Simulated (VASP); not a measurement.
A run of VASP 6.6.1 is set up as follows.

Contents of INCAR:

```
SYSTEM = ZnAu
PREC = Accurate
ENCUT = 520
EDIFF = 1E-6
ISMEAR = -1
SIGMA = 0.05
LREAL = .FALSE.
LASPH = .TRUE.
NELM = 60
ALGO = Normal
ISIF = 2
LWAVE = .FALSE.
LCHARG = .FALSE.
GGA = PE
NBANDS = 18
```

The input KPOINTS:

```
regular mesh
0
G
  12 12 12
  0 0 0
```

File POSCAR:

```
ZnAu
1.0
    3.1730094440      0.0000000000      0.0000000000
    0.0000000000      3.1730094440      0.0000000000
    0.0000000000      0.0000000000      3.1730094440
Zn Au
1 1
Direct
    0.5000000000      0.5000000000      0.5000000000
    0.0000000000      0.0000000000      0.0000000000
```

Potentials or basis: VASP PAW PBE potentials, release 64 (Zn, Au).

Run with:

```sh
$ cat potpaw_PBE.64/Zn/POTCAR potpaw_PBE.64/Au/POTCAR > POTCAR
$ mpirun -np 1 vasp_std > vasp.out
```

(1) Predict the pressure.

(2) Estimate the band gap on the k mesh.

Answers

(1) 1.6 GPa.

(2) zero (an odd number of electrons rules out a gap without spin polarisation).

Caveat: spin-orbit coupling is left out, which moves the levels of the heavy elements.
